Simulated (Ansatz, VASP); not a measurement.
# One calculation of Ga, two programs

```
Ga
1.0
     2.77842    0.00000    0.00000
     0.00000    3.28161    0.00000
    -1.34343    0.00000    3.99027
Ga
2
Cartesian
  -0.6607 2.4612 3.0732
  2.0957 0.8204 0.9171
```

Alike in both runs: task relaxation of cell and atoms; functional revPBE; k mesh 10 × 8 × 7; occupations fermi-dirac, width 0.05 eV; no spin polarisation.

|  | VASP | Ansatz |
| --- | --- | --- |
| version | VASP 6.6.1 | Ansatz 0.2.0 |
| potentials or method | VASP PAW PBE potentials, release 64 (Ga_d) | Ansatz PAW |
| plane-wave cutoff (eV) | 600 | 420 |
| valence electrons in the cell | 26 | 26 |

Ansatz gave:

| Quantity | Value |
| --- | --- |
| gap on the k mesh at the Fermi level, each at its own relaxed structure (eV) | none |
| relaxed volume (Å³/atom) | 19.74 |
| relaxed length of the cell vector where the two differ most in proportion (Å) | 2.877 |

Problem. What did VASP give for the same quantities?

Solution. gap on the k mesh at the Fermi level, each at its own relaxed structure (eV): none; relaxed volume (Å³/atom): 19.79; relaxed length of the cell vector where the two differ most in proportion (Å): 2.881.

VASP's potentials were made for PBE, not for revPBE. A gap of «none» marks a metal or a gap that the smearing closes.

Noted on Ansatz's run: the plane-wave basis is chosen anew once the cell has moved, so the energies of steps on either side of that aren't comparable.
